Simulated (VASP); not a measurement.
Input of a VASP 6.6.1 run:

The input INCAR:

```
SYSTEM = HgTe
PREC = Accurate ; ENCUT = 520
EDIFF = 1E-6 ; ISMEAR = -1
SIGMA = 0.05 ; LREAL = .FALSE.
LASPH = .TRUE. ; NELM = 60
ALGO = Normal ; ISIF = 2
LWAVE = .FALSE. ; LCHARG = .FALSE.
GGA = PS ; NBANDS = 26
```

File KPOINTS:

```
Automatic mesh
0
G
  6 6 5
  0 0 0
```

POSCAR

```
HgTe
1.0
    2.9314290629     -3.3961554883      0.0000000000
    2.9314290629      3.3961554883      0.0000000000
    0.0000000000      0.0000000000      5.6797940534
Hg Te
2 2
Direct
    0.6569500000      0.3430500000      0.2500000000
    0.3430500000      0.6569500000      0.7500000000
    0.2151910000      0.7848090000      0.2500000000
    0.7848090000      0.2151910000      0.7500000000
```

Potentials or basis: VASP PAW PBE potentials, release 64 (Hg, Te).

The run is started by

```sh
$ cat potpaw_PBE.64/Hg/POTCAR potpaw_PBE.64/Te/POTCAR > POTCAR
$ mpirun -np 1 vasp_std > vasp.out
```

Q: What does it give for the pressure?

A: -0.5 GPa.

Q: Predict the largest force.

A: 0.046 eV/Å.

Stress tensor (GPa, compression positive):
```
-0.46  0.00  0.00
 0.00 -0.68  0.00
 0.00  0.00 -0.49
```

Caveat: the PAW data sets were made with another functional, which shifts forces and pressure a little.
